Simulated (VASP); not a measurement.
# Zr (P-1) in VASP: single point with PBEsol

Aim: the single point of Zr with PBEsol.

Program: VASP 6.6.1. These are calculated values, not measurements. Logs are shortened: lines on timing, memory, paths and dates and some standing lists are left out, and cuts for length are marked.

### 1 The cell of the first run

The typed cell holds 2 atoms: a = 3.233 Å, b = 3.190 Å, c = 5.148 Å, α = 89.36°, β = 88.27°, γ = 118.70°.

### 2 Single point, PBEsol (equal xy, yz and zx shear strains of +3 %)

INCAR reads:

```
PREC = Accurate
ENCUT = 520
EDIFF = 1E-7
ISMEAR = -1
SIGMA = 0.08
LREAL = F
LASPH = T
NELM = 60
ALGO = Normal
ISIF = 2
LWAVE = F
LCHARG = T
GGA = PS
LELF = T
LVHAR = T
NBANDS = 19
```

KPOINTS reads:

```
Automatic mesh
0
Gamma
  13 13 7
```

POSCAR reads:

```
Zr
1.0
    3.2319982225      0.0484799733      0.0484799733
   -1.5740142227      2.7747525789      0.0177449018
    0.0772050000      0.0772050000      5.1470000000
Zr
2
Direct
    0.3333333333      0.6666666667      0.2500000000
    0.6666666667      0.3333333333      0.7500000000
```

Potentials or basis: VASP PAW PBE potentials, release 64 (Zr_sv).

Run with:

```console
cat potpaw_PBE.64/Zr_sv/POTCAR > POTCAR
mpirun -np 1 vasp_std > vasp.out
```

OUTCAR:

```text
PREC = Accurate
   ENCUT = 520
   EDIFF = 1E-7
   ISMEAR = -1
   LREAL = F
   LASPH = T
   NELM = 60
   ISIF = 2
   GGA = PS

 ion  position               nearest neighbor table
   1  0.333  0.667  0.250-   2 3.13   2 3.13   2 3.15   2 3.18   2 3.22   2 3.26
   2  0.667  0.333  0.750-   1 3.13   1 3.13   1 3.15   1 3.18   1 3.22   1 3.26

  LATTYP: Found a triclinic cell.
 ALAT       =     3.2747425428
 B/A-ratio  =     0.9741696453
 C/A-ratio  =     1.5720802101
 COS(alpha) =     0.0112057054
 COS(beta)  =     0.0407400298
 COS(gamma) =     0.5001712246

  Lattice vectors:

 A1 = (   1.6579839998,   2.8232325522,   0.0662248751)
 A2 = (  -1.5740142227,   2.7747525789,   0.0177449018)
 A3 = (   0.0772050000,   0.0772050000,   5.1470000000)

Analysis of symmetry for initial positions (statically):
=====================================================================
 Subroutine PRICEL returns:
 Original cell was already a primitive cell.

 Routine SETGRP: Setting up the symmetry group for a
 triclinic supercell.

 Subroutine GETGRP returns: Found  2 space group operations
 (whereof  2 operations were pure point group operations)
 out of a pool of  2 trial point group operations.

The static configuration has the point symmetry S_2 .

Analysis of symmetry for dynamics (positions and initial velocities):
=====================================================================
 Subroutine PRICEL returns:
 Original cell was already a primitive cell.

 Routine SETGRP: Setting up the symmetry group for a
 triclinic supercell.

 Subroutine GETGRP returns: Found  2 space group operations
 (whereof  2 operations were pure point group operations)
 out of a pool of  2 trial point group operations.

The dynamic configuration has the point symmetry S_2 .

 Subroutine INISYM returns: Found  2 space group operations
 (whereof  2 operations are pure point group operations),
 and found     1 'primitive' translations

----------------------------------------------------------------------------------------

                                     Primitive cell

  volume of cell :      46.5304

  direct lattice vectors                    reciprocal lattice vectors
     3.231998223  0.048479973  0.048479973     0.306902239  0.174140402 -0.007215640
    -1.574014223  2.774752579  0.017744902    -0.005282215  0.357429869 -0.005282215
     0.077205000  0.077205000  5.147000000    -0.002872524 -0.002872524  0.194374110

  length of vectors
     3.232725340  3.190154781  5.148157945     0.352938989  0.357507923  0.194416557

  position of ions in fractional coordinates (direct lattice)
     0.333333333  0.666666667  0.250000000
     0.666666667  0.333333333  0.750000000

  ion indices of the primitive-cell ions
   primitive index   ion index
                 1           1
                 2           2

----------------------------------------------------------------------------------------

 KPOINTS: Automatic mesh

Automatic generation of k-mesh.
 Grid dimensions read from file:
 generate k-points for:   13   13    7

 Generating k-lattice:

  Cartesian coordinates                     Fractional coordinates (reciprocal lattice)
     0.023607865  0.013395416 -0.000555049     0.076923077  0.000000000  0.000000000
    -0.000406324  0.027494605 -0.000406324     0.000000000  0.076923077  0.000000000
    -0.000410361 -0.000410361  0.027767730    -0.000000000  0.000000000  0.142857143

  Length of vectors
     0.027149153  0.027500609  0.027773794

  Shift w.r.t. Gamma in fractional coordinates (k-lattice)
     0.000000000  0.000000000  0.000000000

 Subroutine IBZKPT returns following result:
 ===========================================

 Found    592 irreducible k-points:

 Following reciprocal coordinates:
            Coordinates               Weight
  0.000000  0.000000  0.000000      1.000000
  0.076923 -0.000000  0.000000      2.000000
  0.153846  0.000000  0.000000      2.000000
  0.230769 -0.000000  0.000000      2.000000
  0.307692  0.000000  0.000000      2.000000
  0.384615 -0.000000  0.000000      2.000000
[... 16 lines left out ...]
  0.153846  0.153846 -0.000000      2.000000
  0.230769  0.153846  0.000000      2.000000
 [... further k-points ...]
   k-points           NKPTS =    592   k-points in BZ     NKDIM =    592   number of bands    NBANDS=     19
   number of dos      NEDOS =    301   number of ions     NIONS =      2
   total plane-waves  NPLWV =  23040
   dimension x,y,z NGX =    24 NGY =   24 NGZ =   40
   dimension x,y,z NGXF=    48 NGYF=   48 NGZF=   80
   ions per type =               2
   NGX,Y,Z   is equivalent  to a cutoff of  12.34, 12.51, 12.92 a.u.
   NGXF,Y,Z  is equivalent  to a cutoff of  24.68, 25.01, 25.83 a.u.
 SYSTEM =  unknown system
   PREC   = accura    normal or accurate (medium, high low for compatibility)
   ISTART =      0    job   : 0-new  1-cont  2-samecut
   ICHARG =      2    charge: 1-file 2-atom 10-const
   ISPIN  =      1    spin polarized calculation?
   LNONCOLLINEAR =      F non collinear calculations
   LSORBIT =      F    spin-orbit coupling
   LASPH  =      T    aspherical Exc in radial PAW
   ENCUT  =  520.0 eV  38.22 Ry    6.18 a.u.   6.01  5.93  9.57*2*pi/ulx,y,z
   NELM   =     60;   NELMIN=  2; NELMDL= -5     # of ELM steps
   EDIFF  = 0.1E-06   stopping-criterion for ELM
   LREAL  =      F    real-space projection
   EDIFFG = 0.1E-05   stopping-criterion for IOM
   NSW    =      0    number of steps for IOM
   IBRION =     -1    ionic relax: 0-MD 1-quasi-New 2-CG
   NFREE  =      0    steps in history (QN), initial steepest desc. (CG)
   ISIF   =      2    stress and relaxation
   ISYM   =      2    0-nonsym 1-usesym 2-fastsym
   POTIM  = 0.5000    time-step for ionic-motion
   TEBEG  =    0.0;   TEEND  =   0.0 temperature during run
   PSTRESS=    0.0 pullay stress
   NELECT =      24.0000    total number of electrons
   NUPDOWN=      -1.0000    fix difference up-down
   EMIN   =  10.00;   EMAX   =-10.00  energy-range for DOS
   EFERMI =   0.00;   METHOD = LEGACY
   ISMEAR =    -1;   SIGMA  =   0.08  broadening in eV -4-tet -1-fermi 0-gaus
   EFERMI_NEDOS =   21; number of points for ismear=-14 and -15
   IALGO  =     38    algorithm
   IMIX   =      4    mixing-type and parameters
     AMIX     =   0.40;   BMIX     =  1.00
     AMIX_MAG =   1.60;   BMIX_MAG =  1.00
  volume/ion in A,a.u.               =      23.27       157.00
  Fermi-wavevector in a.u.,A,eV,Ry     =   1.312904  2.481029 23.452596  1.723717
  Thomas-Fermi vector in A             =   2.443264
   LORBIT       =      0    0 simple, 1 ext, 2 COOP (PROOUT), +10 PAW based schemes
   GGA     = PS    functional components
   LHFCALC =     F    Hartree Fock is set to
   AEXX    =    0.0000 exact exchange contribution
   IVDW    =     0    specifies the selected vdW correction
   LEPSILON=     F    determine dielectric tensor
   LRPA    =     F    only Hartree local field effects (RPA)
 non-spin polarized calculation
  energy-cutoff  :      520.00
  volume of cell :       46.53
 maximum number of plane-waves:      1271
   NGX = 13   NGY = 11   NGZ = 19

 number of electron      24.0000000 magnetization

 Free energy of the ion-electron system (eV)
  ---------------------------------------------------
  ext. energy  EPLUGINS =         0.00000000
  ---------------------------------------------------
  free energy    TOTEN  =       -18.15686735 eV

  energy without entropy =      -18.11157294  energy(sigma->0) =      -18.13422015

 E-fermi :   8.8424     XC(G=0): -11.2042

 val. band max:        8.8410732852   @ k =   0.2308   0.4615   0.2857
 cond. band min:       8.8428565850   @ k =   0.1538  -0.0769   0.1429
 fundamental gap:      0.0017832998
 Fermi energy:         8.8423980803

 k-point     1 :       0.0000    0.0000    0.0000
  band No.  band energies     occupation
      1     -39.8594      2.00000
      2     -39.7011      2.00000
      3     -18.4182      2.00000
      4     -17.5509      2.00000
      5     -17.5178      2.00000
      6     -17.4200      2.00000
[... 11 lines left out ...]
     18      11.0811      0.00000
     19      13.2227      0.00000

 k-point     2 :       0.0769   -0.0000    0.0000
  band No.  band energies     occupation
      1     -39.8530      2.00000
      2     -39.6986      2.00000
      3     -18.4005      2.00000
      4     -17.5886      2.00000
      5     -17.5310      2.00000
      6     -17.4544      2.00000
[... 11 lines left out ...]
     18      10.9519      0.00000
     19      13.4774      0.00000

 k-point     3 :       0.1538    0.0000    0.0000
  band No.  band energies     occupation
      1     -39.8349      2.00000
      2     -39.6920      2.00000
      3     -18.3493      2.00000
      4     -17.6954      2.00000
      5     -17.5638      2.00000
      6     -17.5595      2.00000
[... 11 lines left out ...]
     18      11.1682      0.00000
     19      13.7041      0.00000

 k-point     4 :       0.2308   -0.0000    0.0000
  band No.  band energies     occupation
      1     -39.8083      2.00000
      2     -39.6837      2.00000
      3     -18.2710      2.00000
      4     -17.8461      2.00000
      5     -17.7065      2.00000
      6     -17.6071      2.00000
[... 11 lines left out ...]
     18      11.7868      0.00000
     19      13.9287      0.00000

 k-point     5 :       0.3077    0.0000    0.0000
  band No.  band energies     occupation
      1     -39.7781      2.00000
      2     -39.6766      2.00000
      3     -18.1766      2.00000
      4     -18.0046      2.00000
      5     -17.8564      2.00000
      6     -17.6512      2.00000
[... 11 lines left out ...]
     18      12.5659      0.00000
     19      14.0968      0.00000
[... 334 lines left out ...]
      2     -39.6906      2.00000
      3     -18.3468      2.00000
      4     -17.6869      2.00000
      5     -17.5849      2.00000
      6     -17.5492      2.00000
[... 11 lines left out ...]
     18      11.0232      0.00000
     19      13.6387      0.00000

 k-point    22 :       0.0769    0.1538    0.0000
  band No.  band energies     occupation
      1     -39.8172      2.00000
      2     -39.6857      2.00000
      3     -18.2994      2.00000
      4     -17.7592      2.00000
      5     -17.6813      2.00000
      6     -17.5782      2.00000
[... 11 lines left out ...]
     18      11.5900      0.00000
     19      13.7481      0.00000

 k-point    23 :       0.1538    0.1538   -0.0000
  band No.  band energies     occupation
      1     -39.7931      2.00000
      2     -39.6792      2.00000
      3     -18.2256      2.00000
      4     -17.8442      2.00000
      5     -17.8195      2.00000
      6     -17.6239      2.00000
[... 11 lines left out ...]
     18      12.3684      0.00000
     19      13.8037      0.00000

 k-point    24 :       0.2308    0.1538    0.0000
  band No.  band energies     occupation
      1     -39.7653      2.00000
      2     -39.6738      2.00000
      3     -18.1349      2.00000
      4     -17.9764      2.00000
      5     -17.9053      2.00000
      6     -17.6958      2.00000
[... 11 lines left out ...]
     18      13.2772      0.00000
     19      13.8542      0.00000

 [... further k-points ...]
[... 5 lines left out ...]
  --------------------------------------------------------------------------------------
  -------------------------------------------------------------------------------------
  Total       -0.9996730     -0.9715274     -0.8298099     -0.3522835     -0.1754772     -0.1791729
  in kB      -34.4216613    -33.4525254    -28.5727779    -12.1301487     -6.0421938     -6.1694462
  external PRESSURE =     -32.1489882 kB  Pullay stress =       0.0000000 kB

 VOLUME and BASIS-vectors are now :
 -----------------------------------------------------------------------------
  energy-cutoff  :      520.00
  volume of cell :       46.53
      direct lattice vectors                 reciprocal lattice vectors
     3.231998223  0.048479973  0.048479973     0.306902239  0.174140402 -0.007215640
    -1.574014223  2.774752579  0.017744902    -0.005282215  0.357429869 -0.005282215
     0.077205000  0.077205000  5.147000000    -0.002872524 -0.002872524  0.194374110

 POSITION                                       TOTAL-FORCE (eV/Angst)
 -----------------------------------------------------------------------------------
      0.04729      1.88530      1.31474        -0.046891      0.004177      0.010540
      1.68790      1.01514      3.89848         0.046891     -0.004177     -0.010540
 -----------------------------------------------------------------------------------
    total drift:                               -0.000000      0.000000     -0.000000

  FREE ENERGIE OF THE ION-ELECTRON SYSTEM (eV)
  ---------------------------------------------------
  free  energy   TOTEN  =       -18.1568673547 eV

  energy  without entropy=      -18.1115729402  energy(sigma->0) =      -18.13422015
```

Run time: 4.9 min. Hardware: 1 thread of Intel Xeon 6975P-C, shared host; peak memory 0.5 GiB.

Results:

```
Free energy            : -18.1569 eV
Pressure               : -3.2 GPa
Largest force          : 0.048 eV/Å
Band gap on the k mesh : zero (band 12 reaches 9.85 eV, above the bottom of band 13 at 8.56 eV)
```

Forces in eV/Å, atoms in the order of the input:
```
Zr  -0.047  0.004  0.011
Zr   0.047 -0.004 -0.011
```

Stress tensor (GPa, compression positive):
```
-3.44 -1.21 -0.62
-1.21 -3.35 -0.60
-0.62 -0.60 -2.86
```

Caveat: the cell differs from its parent crystal (equal xy, yz and zx shear strains of +3 %); the PAW data sets were made with another functional, which shifts forces and pressure a little.
